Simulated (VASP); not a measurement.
A run of VASP 6.6.1:

File INCAR:

```
PREC = Accurate ; ENCUT = 520
EDIFF = 1E-6 ; ISMEAR = 1
SIGMA = 0.579 ; LREAL = False
LASPH = True ; NELM = 80
ALGO = Normal ; ISIF = 2
LWAVE = False ; LCHARG = False
GGA = PE ; NBANDS = 11
```

The input KPOINTS:

```
regular mesh
0
Gamma
  12 12 12
```

File POSCAR:

```
BN
1.0
    0.0000000000      3.4953158300      2.1660912400
    1.2516321000      0.0000000000      2.1660912400
    1.2516321000      3.4953158300      0.0000000000
B N
1 1
Direct
    0.0000486500      0.0000486500      0.9999513500
    0.6666513400      0.6666513400      0.3333486600
```

Potentials or basis: VASP PAW PBE potentials, release 64 (B, N).

Run with:

```sh
$ cat potpaw_PBE.64/B/POTCAR potpaw_PBE.64/N/POTCAR > POTCAR
$ mpirun -np 1 vasp_std > vasp.out
```

Hardware: 1 thread of Intel(R) Xeon(R) Platinum 8488C (Sapphire Rapids) (shared host).

Estimate the wall time of this run.

Run time: 49 s on 1 thread of Intel(R) Xeon(R) Platinum 8488C (Sapphire Rapids), with other jobs on the host, peak memory 0.18 GiB. Counts: scf iterations 13, k points 280.
